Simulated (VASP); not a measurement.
Wanted: the native input for a VASP 6.6.1 run.

- Task: single point
- Functional: PBE
- Potentials or basis: VASP PAW PBE potentials, release 64 (Mg, Sn_d, N)
- Cutoff: 520 eV
- k mesh: 6 × 6 × 6
- Occupations: gaussian, width 0.1 eV
- Spin: no spin polarisation
- Dipole correction: no
- Further INCAR settings: ALGO = Normal; EDIFF = 1e-07; NBANDS = 28

The structure of MgSn2N2 lies in POSCAR:

```
MgSn2N2
1.0
   -2.9511108451      2.9511108451      4.0446620307
    2.9511108451     -2.9511108451      4.0446620307
    2.9511108451      2.9511108451     -4.0446620307
Mg Sn N
1 2 2
Direct
    0.0000000000      0.0000000000      0.0000000000
    0.5000000000      0.0000000000      0.5000000000
    0.0000000000      0.5000000000      0.5000000000
    0.7500000000      0.2500000000      0.5000000000
    0.2500000000      0.7500000000      0.5000000000
```

The cell was generated, and may not be a known phase.

The input as run:

INCAR

```
SYSTEM = MgSn2N2
PREC = Accurate
ENCUT = 520
EDIFF = 1E-7
ISMEAR = 0
SIGMA = 0.1
LREAL = .FALSE.
LASPH = .TRUE.
NELM = 100
ALGO = Normal
ISIF = 2
LWAVE = .FALSE.
LCHARG = .TRUE.
GGA = PE
LELF = .TRUE.
LVHAR = .TRUE.
NBANDS = 28
```

KPOINTS

```
Automatic mesh
0
G
  6 6 6
  0 0 0
```

Potentials or basis: VASP PAW PBE potentials, release 64 (Mg, Sn_d, N).

Run with:

```bash
$ cat potpaw_PBE.64/Mg/POTCAR potpaw_PBE.64/Sn_d/POTCAR potpaw_PBE.64/N/POTCAR > POTCAR
$ mpirun -np 1 vasp_std > vasp.out
```

It gave:

```json
{
 "Pressure": "0.0 GPa",
 "Band gap on the k mesh": "zero (bands 20 and 21 overlap by 1.18 eV)"
}
```

Caveat: spin-orbit coupling is left out, which moves the levels of the heavy elements.

Run time: 2.2 min on 1 thread of Intel(R) Xeon(R) Platinum 8375C CPU @ 2.90GHz (Ice Lake), with other jobs on the host, peak memory 0.39 GiB.
